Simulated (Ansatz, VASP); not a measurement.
# One calculation of TiO2, two programs

```xyz
12
Lattice="9.4590 0.0000 0.0000 0.0000 2.9585 0.0000 0.0000 0.0000 4.9022" Properties=species:S:1:pos:R:3 pbc="T T T"
Ti    6.0387    0.7605    2.7803
Ti    3.4087    2.2098    2.2017
Ti    8.1515    2.1447    0.3161
Ti    1.2661    0.7295    4.5945
O     4.4800    0.7750    1.4405
O     5.0022    2.1990    3.5177
O     0.2426    2.1492    3.8792
O     9.1973    0.6776    1.0548
O     7.2255    0.7137    4.2916
O     2.2659    2.2163    0.6539
O     6.9208    2.1921    1.8099
O     2.5117    0.7700    3.1212
```

Change from the starting cell: atoms moved at random, drawn with an rms of 0.05 Å.

Alike in both runs: task single point; functional PBE; k mesh 3 × 9 × 6; occupations fermi-dirac, width 0.05 eV; no spin polarisation.

|  | VASP | Ansatz |
| --- | --- | --- |
| version | VASP 6.6.1 | Ansatz 0.2.0 |
| potentials or method | VASP PAW PBE potentials, release 64 (Ti_sv, O) | Ansatz PAW |
| plane-wave cutoff (eV) | 520 | 420 |
| valence electrons in the cell | 96 | 96 |

|  | VASP | Ansatz | Ansatz less VASP |
| --- | --- | --- | --- |
| gap on the k mesh at the Fermi level (eV) | 2.33 | 2.35 | +0.023 |
| least direct gap on the mesh (eV) | 2.33 | 2.36 | +0.023 |
| pressure (GPa) | 1.1 | 0.5 | -0.68 |
| traceless stress, the component that is largest in VASP (GPa) | 1.35 | 1.18 | -0.171 |
| rms of the force components (eV/Å) | 0.478 | 0.485 | +0.0077 |

Atom by atom the forces differ by 0.024 eV/Å (rms over components).

Noted on Ansatz's run: odd divisions of the mesh miss points on the zone boundary, where band edges often lie, so the gap on the mesh can be too wide.
